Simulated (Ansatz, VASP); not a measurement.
**VN in VASP and in Ansatz**

Contents of INCAR:

```
SYSTEM = VN
PREC = Accurate
ENCUT = 600
EDIFF = 1E-6
ISMEAR = 0
SIGMA = 0.05
LREAL = .FALSE.
LASPH = .TRUE.
NELM = 200
ALGO = Normal
ISIF = 2
LWAVE = .FALSE.
LCHARG = .FALSE.
ISPIN = 2
MAGMOM = 0.05 0
LORBIT = 11
LMAXMIX = 4
GGA = PE
IVDW = 13
NBANDS = 20
GGA_COMPAT = .FALSE.
```

Contents of KPOINTS:

```
Automatic mesh
0
G
  10 10 10
  0 0 0
```

Contents of POSCAR:

```
VN
1.0
    0.0000000000      2.0124154981      2.0124154981
    2.0124154981      0.0000000000      2.0124154981
    2.0124154981      2.0124154981      0.0000000000
V N
1 1
Direct
    0.0000000000      0.0000000000      0.0000000000
    0.5000000000      0.5000000000      0.5000000000
```

Input for Ansatz:

```yaml
crystal:
  lattice:
    - [0.0, 2.0124154981, 2.0124154981]
    - [2.0124154981, 0.0, 2.0124154981]
    - [2.0124154981, 2.0124154981, 0.0]
  atoms:
    - { symbol: V, position: [0.0, 0.0, 0.0], spin: 0.05 }
    - { symbol: "N", position: [0.5, 0.5, 0.5] }
basis:
  ecutwfc: 420
  ecutrho_ratio: 4
kpoints:
  mp_grid: { grid: [10, 10, 10] }
hamiltonian:
  xc: pbe
  dispersion: d4
scf:
  occupations: { method: gaussian, width: 0.05 }
output:
  forces: true
  stress: true
  eigenvalues: true
  populations: true
magnetization:
  spin_polarized: true
```

Alike in both runs: task single point; functional PBE; dispersion D4; k mesh 10 × 10 × 10; occupations gaussian, width 0.05 eV; collinear spin.

|  | VASP | Ansatz |
| --- | --- | --- |
| version | VASP 6.6.1 | Ansatz 0.2.0 |
| potentials or method | VASP PAW PBE potentials, release 64 (V_sv, N), cutoff 600 eV | scalar-relativistic, plane waves, PAW |
| valence electrons in the cell | 18 | 18 |

Ansatz gave:

| Quantity | Value |
| --- | --- |
| gap on the k mesh at the Fermi level (eV) | none |
| pressure (GPa) | 14.7 |
| net moment per atom (μB) | 0.00 |

Problem. What did VASP give for the same quantities?

Solution. gap on the k mesh at the Fermi level (eV): none; pressure (GPa): 15.6; net moment per atom (μB): 0.00.

A gap of «none» marks a metal or a gap that the smearing closes. Ansatz's warnings: seeded moment not kept.
